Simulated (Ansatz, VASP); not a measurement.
## One calculation of Rb, two programs

File INCAR:

```
SYSTEM = Rb
  PREC = Accurate
  ENCUT = 520
  EDIFF = 1E-6
  ISMEAR = -1
  SIGMA = 0.05
  LREAL = .FALSE.
  LASPH = .TRUE.
  NELM = 60
  ALGO = Normal
  ISIF = 2
  LWAVE = .FALSE.
  LCHARG = .FALSE.
  GGA = PE
  NBANDS = 10
```

File KPOINTS:

```
regular mesh
0
G
  8 8 8
  0 0 0
```

POSCAR

```
Rb
1.0
   -2.8201361097      2.8201361097      2.7779400000
    2.8201361097     -2.8201361097      2.7779400000
    2.8201361097      2.8201361097     -2.7779400000
Rb
1
Direct
    0.0000000000      0.0000000000      0.0000000000
```

Input for Ansatz:

```yaml
crystal:
  lattice:
    - [-2.8201361097, 2.8201361097, 2.77794]
    - [2.8201361097, -2.8201361097, 2.77794]
    - [2.8201361097, 2.8201361097, -2.77794]
  atoms:
    - { symbol: Rb, position: [0.0, 0.0, 0.0] }
kpoints:
  mp_grid: { grid: [8, 8, 8] }
scf:
  occupations: { method: fermi_dirac, width: 0.05 }
hamiltonian:
  xc: pbe
  pseudopotentials: { kind: all_electron, lapw: { basis_error: 0.001 } }
output:
  forces: true
  stress: true
  eigenvalues: true
```

Change from the starting cell: z stretched by -1 % at fixed volume.

Alike in both runs: task single point; functional PBE; k mesh 8 × 8 × 8; occupations fermi-dirac, width 0.05 eV; no spin polarisation.

|  | VASP | Ansatz |
| --- | --- | --- |
| version | VASP 6.6.1 | Ansatz 0.2.0 |
| potentials or method | VASP PAW PBE potentials, release 64 (Rb_sv), cutoff 520 eV | all-electron LAPW, scalar-relativistic |

|  | VASP | Ansatz | Ansatz less VASP |
| --- | --- | --- | --- |
| pressure (GPa) | 0.1 | 0.1 | 0.00 |

Ansatz ran all-electron here, and VASP with PAW potentials.
